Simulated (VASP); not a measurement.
Write the native input for VASP 6.6.1 that does the following.

```yaml
Task: single point
Functional: LDA
Potentials_or_basis: VASP PAW LDA potentials, release 64 (Cu)
Cutoff: 520 eV
k_mesh: 10 × 10 × 3
Occupations: methfessel-paxton, width 0.1 eV
Spin: no spin polarisation
Dipole_correction: no
Further_INCAR_settings: ALGO = Normal; EDIFF = 1e-06; NBANDS = 30
```

The structure of Cu lies in POSCAR:

```
Cu
1.0
    2.5307640300      0.0000000000      0.0000000000
   -1.2653820100      2.1917059400      0.0000000000
    0.0000000000      0.0000000000      8.2618150800
Cu
4
Direct
    0.0000000000      0.0000000000      0.0000000000
    0.3333333296      0.6666666697      0.2500000000
    0.0000000000      0.0000000000      0.5000000000
    0.6666666704      0.3333333303      0.7500000000
```

These files were run (other wordings do the same):

INCAR

```
PREC     = Accurate       # precision mode
ENCUT    = 520            # plane-wave cutoff, eV
EDIFF    = 1E-6           # SCF threshold, eV
ISMEAR   = 1              # smearing method
SIGMA    = 0.1            # smearing width, eV
LREAL    = False          # projectors in reciprocal space
LASPH    = True           # aspherical terms in the spheres
NELM     = 60             # most SCF steps
ALGO     = Normal         # electronic algorithm
ISIF     = 2              # what is computed and relaxed
LWAVE    = False          # write WAVECAR
LCHARG   = False          # write CHGCAR
NBANDS   = 30             # bands
```

KPOINTS

```
Automatic mesh
0
Gamma
  10 10 3
```

Potentials or basis: VASP PAW LDA potentials, release 64 (Cu).

Run with:

```bash
$ cat potpaw_LDA.64/Cu/POTCAR > POTCAR
$ mpirun -np 1 vasp_std > vasp.out
```

Results of the run:

The pressure is -7.4 GPa. The band gap on the k mesh is zero (band 22 reaches 10.82 eV, above the bottom of band 23 at 5.94 eV).

Run time: 16 s on 1 thread of Intel(R) Xeon(R) 6975P-C (Granite Rapids), on a shared host, peak memory 0.15 GiB.
